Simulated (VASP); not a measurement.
AsH3, 4 atoms in the cell. The cell holds a molecule in a box, 4 atoms: a = 12.557 Å, b = 13.057 Å, c = 13.557 Å, α = 90.00°, β = 90.00°, γ = 90.00°. 

| Quantity | Value |
| --- | --- |
| Program | VASP 6.6.1 |
| Task | relaxation of the atoms |
| Functional | PBE |
| Dispersion | D3(BJ) |
| Potentials or basis | VASP PAW PBE potentials, release 64 (As, H) |
| Cutoff | 450 eV |
| k mesh | 1 × 1 × 1 |
| Occupations | gaussian, width 0.005 eV |
| Spin | no spin polarisation |
| Dipole correction | no |
| Further INCAR settings | ALGO = Normal; EDIFF = 1e-07; NELMDL = -8; IBRION = 2; EDIFFG = -0.03; NSW = 100 |

Potentials or basis: VASP PAW PBE potentials, release 64 (As, H).

Launch:

```console
$ cat potpaw_PBE.64/As/POTCAR potpaw_PBE.64/H/POTCAR > POTCAR
$ mpirun -np 1 vasp_gam > vasp.out
```

Hardware: 1 thread of AMD EPYC 9R45 (Zen 5), on a shared host.

**Question.** Estimate the wall time of this run.

**Answer.** Run time: 5.9 min on 1 thread of AMD EPYC 9R45 (Zen 5), with other jobs on the host, peak memory 1.4 GiB. Counts: scf iterations 117, k points 1, ion steps 7.
